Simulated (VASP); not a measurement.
BaS:

```
CELL_PARAMETERS angstrom
0.00000 3.21195 3.21195
3.21195 0.00000 3.21195
3.21195 3.21195 0.00000
ATOMIC_POSITIONS crystal
Ba 0.00000 0.00000 0.00000
S 0.50000 0.50000 0.50000
```

Base run:

```yaml
Program: VASP 6.6.1
Functional: r2SCAN
Potentials_or_basis: VASP PAW PBE potentials, release 64 (Ba_sv, S)
Cutoff: 520 eV
k_mesh: 6 × 6 × 6
Occupations: gaussian, width 0.01 eV
Spin: no spin polarisation
```

Its results: band gap on the k mesh 2.49 eV, indirect (least direct gap 2.63 eV); pressure 0.6 GPa.

Question: The run is repeated on the same cell with these changes: functional from r2SCAN to PBE. What comes out?

Answer: Band gap on the k mesh 2.13 eV, indirect (least direct gap 2.28 eV); pressure 0.6 GPa.

r2SCAN gives the wider gap, since meta-GGAs in the generalised Kohn-Sham scheme recover part of the derivative discontinuity.

Caveats: spin-orbit coupling is left out, which moves the levels of the heavy elements; the PAW data sets were made with another functional, which shifts forces and pressure a little (some runs).

A k mesh can miss the band edges.
